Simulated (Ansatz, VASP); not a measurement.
Mo: VASP beside Ansatz

```
Mo
1.0
    -1.56467    1.56467    1.56467
     1.56467   -1.56467    1.56467
     1.56467    1.56467   -1.56467
Mo
1
Direct
  0.00000 0.00000 0.00000
```

Alike in both runs: functional PBEsol; k mesh 18 × 18 × 18; occupations gaussian, width 0.1 eV; no spin polarisation.

Ansatz relaxed the structure, and its values are those at the end. VASP's run is a single point on that final structure, the one shown.

```csv
,VASP,Ansatz
version,VASP 6.6.1,Ansatz 0.2.0
potentials or method,"VASP PAW PBE potentials, release 64 (Mo_sv), cutoff 520 eV","scalar-relativistic, plane waves, PAW"
valence electrons in the cell,14,14
```

VASP gave:

* gap on the k mesh at the Fermi level (eV): none
* pressure (GPa): 0.6

Question: Estimate Ansatz's values.

Answer: gap on the k mesh at the Fermi level (eV): none; pressure (GPa): 0.0.

VASP's potentials were made for PBE, not for PBEsol. A gap of «none» marks a metal or a gap that the smearing closes. The functional is the same, so the differences come from potentials, cutoffs and numerics.
